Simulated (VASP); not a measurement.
# HgH3Pb (P4mm) in VASP: a series of runs

Runs on HgH3Pb. Level: PBE. Tasks: single point, relaxation of cell and atoms.

Everything below comes from runs of VASP 6.6.1. Logs are shortened: lines on timing, memory, paths and dates and some standing lists are left out, and cuts for length are marked.

**1. The cell of the first run**

It takes space group P4mm (No. 99, tetragonal). Conventional cell: a = 4.068 Å, b = 4.068 Å, c = 4.728 Å, α = 90.00°, β = 90.00°, γ = 90.00°. Within 2.3 Å of Hg (site symmetry 4mm) lie 5 H at 1.75 to 2.21 Å. Within 2.3 Å of H (site symmetry 4mm) lie 1 Hg at 1.75 Å. Within 3.0 Å of H (site symmetry 2mm) lie 2 Hg at 2.21 Å and 2 Pb at 2.34 Å and 6 H at 2.88 to 2.93 Å. Within 3.1 Å of Pb (site symmetry 4mm) lie 8 H at 2.34 to 3.03 Å.

**2. Single point, PBE**

File INCAR:

```
  ALGO = Normal
  EDIFF = 1E-7
  ENCUT = 520
  GGA = PE
  ISIF = 2
  ISMEAR = 0
  LASPH = True
  LCHARG = True
  LELF = True
  LREAL = False
  LVHAR = True
  LWAVE = False
  NBANDS = 22
  NELM = 80
  PREC = Accurate
  SIGMA = 0.1
```

File KPOINTS:

```
k-points
0
Gamma
  10 10 8
```

File POSCAR:

```
HgH3Pb
1.0
    4.0678504025      0.0000000000      0.0000000000
    0.0000000000      4.0678504025      0.0000000000
    0.0000000000      0.0000000000      4.7280117669
Hg H Pb
1 3 1
Direct
    0.5000000000      0.5000000000      0.5776894736
    0.5000000000      0.5000000000      0.9473676438
    0.0000000000      0.5000000000      0.3929901201
    0.5000000000      0.0000000000      0.3929901201
    0.0000000000      0.0000000000      0.1489626424
```

Potentials or basis: VASP PAW PBE potentials, release 64 (Hg, H, Pb_d).

Run with:

```bash
$ cat potpaw_PBE.64/Hg/POTCAR potpaw_PBE.64/H/POTCAR potpaw_PBE.64/Pb_d/POTCAR > POTCAR
$ mpirun -np 1 vasp_std > vasp.out
```

OUTCAR:

```text
EDIFF = 1E-7
   ENCUT = 520
   GGA = PE
   ISIF = 2
   ISMEAR = 0
   LASPH = True
   LREAL = False
   NELM = 80
   PREC = Accurate

 ion  position               nearest neighbor table
   1  0.500  0.500  0.578-   2 1.75   3 2.21   4 2.21   4 2.21   3 2.21   5 3.52   5 3.52   5 3.52
                             5 3.52   5 3.95   5 3.95   5 3.95   5 3.95
   2  0.500  0.500  0.947-   1 1.75
   3  0.000  0.500  0.393-   1 2.21   1 2.21   5 2.34   5 2.34
   4  0.500  0.000  0.393-   1 2.21   1 2.21   5 2.34   5 2.34
   5  0.000  0.000  0.149-   3 2.34   4 2.34   3 2.34   4 2.34   1 3.52   1 3.52   1 3.52   1 3.52
                             1 3.95   1 3.95   1 3.95   1 3.95

  LATTYP: Found a simple tetragonal cell.
 ALAT       =     4.0678504025
 C/A-ratio  =     1.1622875227

  Lattice vectors:

 A1 = (   4.0678504025,   0.0000000000,   0.0000000000)
 A2 = (   0.0000000000,   4.0678504025,   0.0000000000)
 A3 = (   0.0000000000,   0.0000000000,   4.7280117669)

Analysis of symmetry for initial positions (statically):
=====================================================================
 Subroutine PRICEL returns:
 Original cell was already a primitive cell.

 Routine SETGRP: Setting up the symmetry group for a
 simple tetragonal supercell.

 Subroutine GETGRP returns: Found  8 space group operations
 (whereof  8 operations were pure point group operations)
 out of a pool of 16 trial point group operations.

The static configuration has the point symmetry C_4v.

Analysis of symmetry for dynamics (positions and initial velocities):
=====================================================================
 Subroutine PRICEL returns:
 Original cell was already a primitive cell.

 Routine SETGRP: Setting up the symmetry group for a
 simple tetragonal supercell.

 Subroutine GETGRP returns: Found  8 space group operations
 (whereof  8 operations were pure point group operations)
 out of a pool of 16 trial point group operations.

The dynamic configuration has the point symmetry C_4v.

 Subroutine INISYM returns: Found  8 space group operations
 (whereof  8 operations are pure point group operations),
 and found     1 'primitive' translations

----------------------------------------------------------------------------------------

                                     Primitive cell

  volume of cell :      78.2363

  direct lattice vectors                    reciprocal lattice vectors
     4.067850403  0.000000000  0.000000000     0.245830082  0.000000000  0.000000000
     0.000000000  4.067850403  0.000000000     0.000000000  0.245830082  0.000000000
     0.000000000  0.000000000  4.728011767     0.000000000  0.000000000  0.211505396

  length of vectors
     4.067850403  4.067850403  4.728011767     0.245830082  0.245830082  0.211505396

  position of ions in fractional coordinates (direct lattice)
     0.500000000  0.500000000  0.577689474
     0.500000000  0.500000000  0.947367644
     0.000000000  0.500000000  0.392990120
     0.500000000  0.000000000  0.392990120
     0.000000000  0.000000000  0.148962642

  ion indices of the primitive-cell ions
   primitive index   ion index
                 1           1
                 2           2
                 3           3
                 4           4
                 5           5

----------------------------------------------------------------------------------------

 KPOINTS: k-points

Automatic generation of k-mesh.
 Grid dimensions read from file:
 generate k-points for:   10   10    8

 Generating k-lattice:

  Cartesian coordinates                     Fractional coordinates (reciprocal lattice)
     0.024583008  0.000000000  0.000000000     0.100000000  0.000000000  0.000000000
     0.000000000  0.024583008  0.000000000     0.000000000  0.100000000  0.000000000
     0.000000000  0.000000000  0.026438174     0.000000000  0.000000000  0.125000000

  Length of vectors
     0.024583008  0.024583008  0.026438174

  Shift w.r.t. Gamma in fractional coordinates (k-lattice)
     0.000000000  0.000000000  0.000000000

 Subroutine IBZKPT returns following result:
 ===========================================

 Found    105 irreducible k-points:

 Following reciprocal coordinates:
            Coordinates               Weight
  0.000000  0.000000  0.000000      1.000000
  0.100000  0.000000  0.000000      4.000000
  0.200000  0.000000  0.000000      4.000000
  0.300000  0.000000  0.000000      4.000000
  0.400000  0.000000  0.000000      4.000000
  0.500000  0.000000  0.000000      2.000000
[... 16 lines left out ...]
  0.100000  0.000000  0.125000      8.000000
  0.200000  0.000000  0.125000      8.000000
 [... further k-points ...]
   k-points           NKPTS =    105   k-points in BZ     NKDIM =    105   number of bands    NBANDS=     22
   number of dos      NEDOS =    301   number of ions     NIONS =      5
   total plane-waves  NPLWV =  32400
   dimension x,y,z NGX =    30 NGY =   30 NGZ =   36
   dimension x,y,z NGXF=    60 NGYF=   60 NGZF=   72
   ions per type =               1   3   1
   NGX,Y,Z   is equivalent  to a cutoff of  12.26, 12.26, 12.66 a.u.
   NGXF,Y,Z  is equivalent  to a cutoff of  24.52, 24.52, 25.32 a.u.
 SYSTEM =  unknown system
   PREC   = accura    normal or accurate (medium, high low for compatibility)
   ISTART =      0    job   : 0-new  1-cont  2-samecut
   ICHARG =      2    charge: 1-file 2-atom 10-const
   ISPIN  =      1    spin polarized calculation?
   LNONCOLLINEAR =      F non collinear calculations
   LSORBIT =      F    spin-orbit coupling
   LASPH  =      T    aspherical Exc in radial PAW
   ENCUT  =  520.0 eV  38.22 Ry    6.18 a.u.   7.56  7.56  8.79*2*pi/ulx,y,z
   NELM   =     80;   NELMIN=  2; NELMDL= -5     # of ELM steps
   EDIFF  = 0.1E-06   stopping-criterion for ELM
   LREAL  =      F    real-space projection
   EDIFFG = 0.1E-05   stopping-criterion for IOM
   NSW    =      0    number of steps for IOM
   IBRION =     -1    ionic relax: 0-MD 1-quasi-New 2-CG
   NFREE  =      0    steps in history (QN), initial steepest desc. (CG)
   ISIF   =      2    stress and relaxation
   ISYM   =      2    0-nonsym 1-usesym 2-fastsym
   POTIM  = 0.5000    time-step for ionic-motion
   TEBEG  =    0.0;   TEEND  =   0.0 temperature during run
   PSTRESS=    0.0 pullay stress
   NELECT =      29.0000    total number of electrons
   NUPDOWN=      -1.0000    fix difference up-down
   EMIN   =  10.00;   EMAX   =-10.00  energy-range for DOS
   EFERMI =   0.00;   METHOD = LEGACY
   ISMEAR =     0;   SIGMA  =   0.10  broadening in eV -4-tet -1-fermi 0-gaus
   EFERMI_NEDOS =   21; number of points for ismear=-14 and -15
   IALGO  =     38    algorithm
   IMIX   =      4    mixing-type and parameters
     AMIX     =   0.40;   BMIX     =  1.00
     AMIX_MAG =   1.60;   BMIX_MAG =  1.00
  volume/ion in A,a.u.               =      15.65       105.59
  Fermi-wavevector in a.u.,A,eV,Ry     =   1.175993  2.222304 18.816301  1.382959
  Thomas-Fermi vector in A             =   2.312364
   LORBIT       =      0    0 simple, 1 ext, 2 COOP (PROOUT), +10 PAW based schemes
   GGA     = PE    functional components
   LHFCALC =     F    Hartree Fock is set to
   AEXX    =    0.0000 exact exchange contribution
   IVDW    =     0    specifies the selected vdW correction
   LEPSILON=     F    determine dielectric tensor
   LRPA    =     F    only Hartree local field effects (RPA)
 non-spin polarized calculation
 Gauss-broadening in eV      SIGMA  =   0.10
  energy-cutoff  :      520.00
  volume of cell :       78.24
 maximum number of plane-waves:      2129
   NGX = 15   NGY = 15   NGZ = 17

 number of electron      29.0000000 magnetization

 Free energy of the ion-electron system (eV)
  ---------------------------------------------------
  ext. energy  EPLUGINS =         0.00000000
  ---------------------------------------------------
  free energy    TOTEN  =       -11.29226126 eV

  energy without entropy =      -11.28677079  energy(sigma->0) =      -11.28951603

 E-fermi :   3.7710     XC(G=0):  -9.3683

 val. band max:        3.7456114263   @ k =   0.5000   0.5000   0.5000
 cond. band min:       3.7847444489   @ k =   0.5000   0.2000   0.5000
 fundamental gap:      0.0391330225
 Fermi energy:         3.7710413071

 k-point     1 :       0.0000    0.0000    0.0000
  band No.  band energies     occupation
      1     -14.0768      2.00000
      2     -14.0037      2.00000
      3     -13.9792      2.00000
      4     -13.9792      2.00000
      5     -13.9750      2.00000
      6      -7.5271      2.00000
[... 14 lines left out ...]
     21      10.8335      0.00000
     22      11.6130      0.00000

 k-point     2 :       0.1000    0.0000    0.0000
  band No.  band energies     occupation
      1     -14.0716      2.00000
      2     -14.0017      2.00000
      3     -13.9823      2.00000
      4     -13.9790      2.00000
      5     -13.9767      2.00000
      6      -7.4423      2.00000
[... 14 lines left out ...]
     21      11.3064      0.00000
     22      11.6644      0.00000

 k-point     3 :       0.2000    0.0000    0.0000
  band No.  band energies     occupation
      1     -14.0590      2.00000
      2     -13.9965      2.00000
      3     -13.9890      2.00000
      4     -13.9816      2.00000
      5     -13.9784      2.00000
      6      -7.1929      2.00000
[... 14 lines left out ...]
     21      10.6435      0.00000
     22      12.0131      0.00000
[... 476 lines left out ...]
 k-point    23 :       0.1000    0.0000    0.1250
  band No.  band energies     occupation
      1     -14.0714      2.00000
      2     -14.0000      2.00000
      3     -13.9827      2.00000
      4     -13.9794      2.00000
      5     -13.9767      2.00000
      6      -7.3743      2.00000
[... 14 lines left out ...]
     21      10.8932      0.00000
     22      11.8543      0.00000

 k-point    24 :       0.2000    0.0000    0.1250
  band No.  band energies     occupation
      1     -14.0588      2.00000
      2     -13.9955      2.00000
      3     -13.9889      2.00000
      4     -13.9816      2.00000
      5     -13.9788      2.00000
      6      -7.1293      2.00000
[... 14 lines left out ...]
     21      10.7617      0.00000
     22      11.9468      0.00000

 [... further k-points ...]

------------------------ aborting loop because EDIFF is reached ----------------------------------------

  FORCE on cell =-STRESS in cart. coord.  units (eV):
  Direction    XX          YY          ZZ          XY          YZ          ZX
  --------------------------------------------------------------------------------------
  -------------------------------------------------------------------------------------
  Total       -0.0125848     -0.0125848      0.0756097      0.0000000      0.0000000      0.0000000
  in kB       -0.2577193     -0.2577193      1.5483869      0.0000000      0.0000000      0.0000000
  external PRESSURE =       0.3443161 kB  Pullay stress =       0.0000000 kB

 VOLUME and BASIS-vectors are now :
 -----------------------------------------------------------------------------
  energy-cutoff  :      520.00
  volume of cell :       78.24
      direct lattice vectors                 reciprocal lattice vectors
     4.067850403  0.000000000  0.000000000     0.245830082  0.000000000  0.000000000
     0.000000000  4.067850403  0.000000000     0.000000000  0.245830082  0.000000000
     0.000000000  0.000000000  4.728011767     0.000000000  0.000000000  0.211505396

 POSITION                                       TOTAL-FORCE (eV/Angst)
 -----------------------------------------------------------------------------------
      2.03393      2.03393      2.73132         0.000000     -0.000000     -0.037208
      2.03393      2.03393      4.47917         0.000000      0.000000      0.049693
      0.00000      2.03393      1.85806         0.000000      0.000000     -0.003313
      2.03393      0.00000      1.85806         0.000000      0.000000     -0.003313
      0.00000      0.00000      0.70430        -0.000000      0.000000     -0.005858
 -----------------------------------------------------------------------------------
    total drift:                                0.000000      0.000000      0.000112

  FREE ENERGIE OF THE ION-ELECTRON SYSTEM (eV)
  ---------------------------------------------------
  free  energy   TOTEN  =       -11.2922612619 eV

  energy  without entropy=      -11.2867707933  energy(sigma->0) =      -11.28951603
```

Run time: 3.4 min. Hardware: 1 thread of Intel Xeon 8259CL, shared host; peak memory 0.32 GiB.

What came out:

* Free energy: -11.2923 eV
* Pressure: 0.0 GPa
* Largest force: 0.050 eV/Å
* Band gap on the k mesh: zero (an odd number of electrons rules out a gap without spin polarisation)

Forces on the atoms (eV/Å):
```
Hg   0.000  0.000 -0.037
H    0.000  0.000  0.050
H    0.000  0.000 -0.003
H    0.000  0.000 -0.003
Pb   0.000  0.000 -0.006
```

Levels at points of the mesh, in eV from the Fermi level:
```
           k point  band 10  band 11  band 12  band 13  band 14  band 15  band 16  band 17  band 18  band 19
(0.00, 0.00, 0.00)    -7.42    -7.24    -5.01    -3.36    -1.29     0.39     0.39     2.00     4.32     6.90
(0.50, 0.00, 0.00)    -7.41    -7.36    -6.62    -2.66    -2.21     0.66     1.35     2.15     3.83     4.26
(0.50, 0.50, 0.00)    -7.19    -6.95    -5.33    -5.33    -4.96     0.57     1.30     2.38     2.38     4.70
(0.00, 0.00, 0.50)    -7.48    -7.48    -7.24    -2.04    -1.30     1.45     1.45     1.87     4.15     4.31
(0.50, 0.00, 0.50)    -7.34    -7.06    -6.11    -5.21    -4.37     1.43     1.43     2.28     4.05     5.16
(0.50, 0.50, 0.50)    -7.34    -7.19    -4.62    -4.62    -4.57    -2.47    -0.28    -0.03    -0.03     8.79
```

Caveat: spin-orbit coupling is left out, which moves the levels of the heavy elements.

**3. Relaxation of cell and atoms, PBE**

This run uses another cell than the first one, of 15.22 Å³/atom.

File INCAR:

```
SYSTEM = HgH3Pb
PREC = Accurate
ENCUT = 600
EDIFF = 1E-6
ISMEAR = 0
SIGMA = 0.1
LREAL = .FALSE.
LASPH = .TRUE.
NELM = 100
ALGO = Normal
ISIF = 3
LWAVE = .FALSE.
LCHARG = .FALSE.
GGA = PE
IBRION = 2
NSW = 100
EDIFFG = -0.01
```

File KPOINTS:

```
Automatic mesh
0
G
  10 10 8
  0 0 0
```

File POSCAR:

```
HgH3Pb
1.0
    4.1151173018      0.0000000000      0.0000000000
    0.0000000000      4.1151173018      0.0000000000
    0.0000000000      0.0000000000      4.4940208724
Hg H Pb
1 3 1
Direct
    0.5000000000      0.5000000000      0.5838678908
    0.5000000000      0.5000000000      0.9759951714
    0.0000000000      0.5000000000      0.3808729505
    0.5000000000      0.0000000000      0.3808729505
    0.0000000000      0.0000000000      0.1383910368
```

Potentials or basis: VASP PAW PBE potentials, release 64 (Hg, H, Pb_d).

Run with:

```bash
$ cat potpaw_PBE.64/Hg/POTCAR potpaw_PBE.64/H/POTCAR potpaw_PBE.64/Pb_d/POTCAR > POTCAR
$ mpirun -np 1 vasp_std > vasp.out
```

Wall time 49 min (1 thread of Intel Xeon 8259CL, shared host); peak memory 0.39 GiB.

The run converged. Its results:

| Item | Value |
| --- | --- |
| Free energy | -11.2923 eV |
| Relaxed volume | 15.64 Å³/atom |
| Relaxed cell | a = 4.081 Å, b = 4.081 Å, c = 4.695 Å, α = 90.00°, β = 90.00°, γ = 90.00° |
| Space group after relaxing (to 0.1 Å) | P4mm (No. 99) |
| Energy gained by relaxing | 1.8 meV/atom |
| Ionic steps | 35 |
| Pressure after relaxing | 0.0 GPa |
| Largest force after relaxing | 0.007 eV/Å |

Forces in eV/Å, atoms in the order of the input:
```
Hg   0.000  0.000  0.007
H    0.000  0.000 -0.007
H    0.000  0.000  0.000
H    0.000  0.000  0.000
Pb   0.000  0.000  0.000
```

The path:
| step | energy change (eV) | largest force (eV/Å) | pressure (GPa) | volume (Å³) |
| --- | --- | --- | --- | --- |
| 1 | 0.0000 | 0.0955 | 0.10 | 76.10 |
| 2 | -0.0008 | 0.0689 | 0.12 | 76.21 |
| 3 | -0.0023 | 0.1150 | 0.16 | 76.54 |
| 4 | -0.0011 | 0.2788 | 0.21 | 77.20 |
| 5 | -0.0025 | 0.1612 | 0.13 | 76.73 |
| 6 | -0.0030 | 0.1485 | 0.14 | 76.83 |
| 7 | -0.0042 | 0.1109 | 0.06 | 77.11 |
| 8 | -0.0054 | 0.0373 | -0.08 | 77.68 |
| 9 | -0.0055 | 0.0159 | -0.13 | 77.87 |
| 10 | -0.0056 | 0.0150 | -0.11 | 77.79 |
| 11 | -0.0057 | 0.0304 | 0.06 | 77.56 |
| 12 | -0.0057 | 0.0255 | 0.05 | 77.60 |
| 13 | -0.0058 | 0.0241 | 0.04 | 77.59 |
| 14 | -0.0060 | 0.0178 | 0.03 | 77.58 |
| 15 | -0.0061 | 0.0285 | 0.01 | 77.56 |
| 16 | -0.0063 | 0.0113 | 0.01 | 77.60 |
| 17 | -0.0063 | 0.0137 | 0.01 | 77.60 |
| 18 | -0.0063 | 0.0153 | 0.00 | 77.63 |
| 19 | -0.0066 | 0.0209 | -0.02 | 77.70 |
| 20 | -0.0070 | 0.0377 | -0.06 | 77.84 |
| 21 | -0.0073 | 0.0767 | -0.18 | 78.10 |
| 22 | -0.0073 | 0.0745 | -0.18 | 78.11 |
| 23 | -0.0075 | 0.0689 | -0.18 | 78.12 |
| 24 | -0.0078 | 0.0722 | -0.18 | 78.14 |
| 25 | -0.0078 | 0.0799 | -0.19 | 78.18 |
| 26 | -0.0079 | 0.0756 | -0.19 | 78.17 |
| 27 | -0.0081 | 0.0685 | -0.19 | 78.12 |
| 28 | -0.0084 | 0.0483 | -0.07 | 77.97 |
| 29 | -0.0085 | 0.0235 | 0.13 | 77.67 |
| 30 | -0.0086 | 0.0209 | 0.08 | 77.77 |
| 31 | -0.0086 | 0.0183 | 0.06 | 77.80 |
| 32 | -0.0087 | 0.0155 | 0.04 | 77.89 |
| 33 | -0.0088 | 0.0239 | -0.01 | 78.09 |
| 34 | -0.0088 | 0.0281 | -0.03 | 78.18 |
| 35 | -0.0089 | 0.0067 | -0.02 | 78.20 |

Final structure:
```cif
data_structure
_symmetry_space_group_name_H-M 'P 1'
_symmetry_Int_Tables_number 1
_cell_length_a 4.0810
_cell_length_b 4.0810
_cell_length_c 4.6954
_cell_angle_alpha 90.000
_cell_angle_beta 90.000
_cell_angle_gamma 90.000
_cell_volume 78.20
loop_
_atom_site_label
_atom_site_type_symbol
_atom_site_fract_x
_atom_site_fract_y
_atom_site_fract_z
_atom_site_occupancy
Hg1 Hg 0.50000 0.50000 0.57716 1
H1 H 0.50000 0.50000 0.95108 1
H2 H 0.00000 0.50000 0.39177 1
H3 H 0.50000 0.00000 0.39177 1
Pb1 Pb 0.00000 0.00000 0.14823 1
```

Levels at points of the mesh, in eV from the Fermi level:
```
           k point  band 11  band 12  band 13  band 14  band 15  band 16  band 17  band 18
(0.00, 0.00, 0.00)    -7.23    -4.96    -3.28    -1.30     0.36     0.36     1.99     4.35
(0.50, 0.00, 0.00)    -7.35    -6.61    -2.63    -2.15     0.74     1.39     2.11     3.85
(0.50, 0.50, 0.00)    -6.93    -5.34    -5.34    -4.97     0.66     1.34     2.46     2.46
(0.00, 0.00, 0.50)    -7.46    -7.23    -2.08    -1.30     1.44     1.44     1.85     4.15
(0.50, 0.00, 0.50)    -7.04    -6.09    -5.20    -4.35     1.37     1.39     2.25     4.08
(0.50, 0.50, 0.50)    -7.17    -4.61    -4.61    -4.55    -2.51    -0.31     0.00     0.00
```

Caveat: the highest band is partly filled, so the run has too few bands; spin-orbit coupling is left out, which moves the levels of the heavy elements.

The gap in the log of VASP goes by the Fermi energy; the results here count the filled bands.